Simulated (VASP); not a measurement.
## TiSi: single point with PBEsol

TiSi:

```
CELL_PARAMETERS angstrom
3.60079 0.00000 0.00000
0.00000 7.57856 0.00000
0.00000 0.00000 4.14290
ATOMIC_POSITIONS crystal
Ti 0.00000 0.50000 0.05076
Ti 0.50000 0.50000 0.55074
Ti 0.50000 0.00000 0.55075
Ti 0.00000 0.00000 0.05075
Si 0.00000 0.75000 0.55075
Si 0.00000 0.25000 0.55075
Si 0.50000 0.25000 0.05075
Si 0.50000 0.75000 0.05075
```

- Program: VASP 6.6.1
- Task: single point
- Functional: PBEsol
- Potentials or basis: VASP PAW PBE potentials, release 64 (Ti_sv, Si)
- Cutoff: 520 eV
- k mesh: 10 × 6 × 10
- Occupations: gaussian, width 0.1 eV
- Spin: no spin polarisation
- Dipole correction: no
- Further INCAR settings: ALGO = Normal; EDIFF = 1e-07; NBANDS = 42

```yaml
Pressure: 0.0 GPa
Band_gap_on_the_k_mesh: zero (bands 32 and 33 overlap by 1.06 eV)
```

Stress tensor (GPa, compression positive):
```
 0.06  0.00  0.00
 0.00  0.11  0.00
 0.00  0.00 -0.02
```

Levels at points of the mesh, in eV from the Fermi level:
| k point | band 29 | band 30 | band 31 | band 32 | band 33 | band 34 | band 35 | band 36 |
| --- | --- | --- | --- | --- | --- | --- | --- | --- |
| (0.00, 0.00, 0.00) | -1.35 | -1.23 | -0.97 | -0.93 | -0.41 | 0.49 | 0.74 | 1.73 |
| (0.50, 0.00, 0.00) | -2.21 | -2.21 | -0.28 | -0.28 | 0.04 | 0.04 | 0.59 | 0.59 |
| (0.00, 0.50, 0.00) | -1.09 | -1.09 | -0.22 | -0.22 | 0.51 | 0.51 | 0.55 | 0.55 |
| (0.50, 0.50, 0.00) | -1.58 | -1.58 | -1.58 | -1.58 | 0.23 | 0.23 | 0.23 | 0.23 |
| (0.00, 0.00, 0.50) | -0.82 | -0.82 | 0.58 | 0.58 | 0.67 | 0.67 | 0.81 | 0.81 |
| (0.50, 0.00, 0.50) | -1.78 | -1.78 | -0.86 | -0.86 | 1.37 | 1.37 | 1.68 | 1.68 |
| (0.00, 0.50, 0.50) | -0.66 | -0.66 | -0.66 | -0.66 | 0.73 | 0.73 | 0.73 | 0.73 |
| (0.50, 0.50, 0.50) | -1.06 | -1.06 | -1.06 | -1.06 | 1.75 | 1.75 | 1.75 | 1.75 |

Run time: 6.6 min on 1 thread of AMD EPYC 9R45 96-Core Processor (Zen 5), with other jobs on the host, peak memory 0.54 GiB.

Caveat: the PAW data sets were made with another functional, which shifts forces and pressure a little.
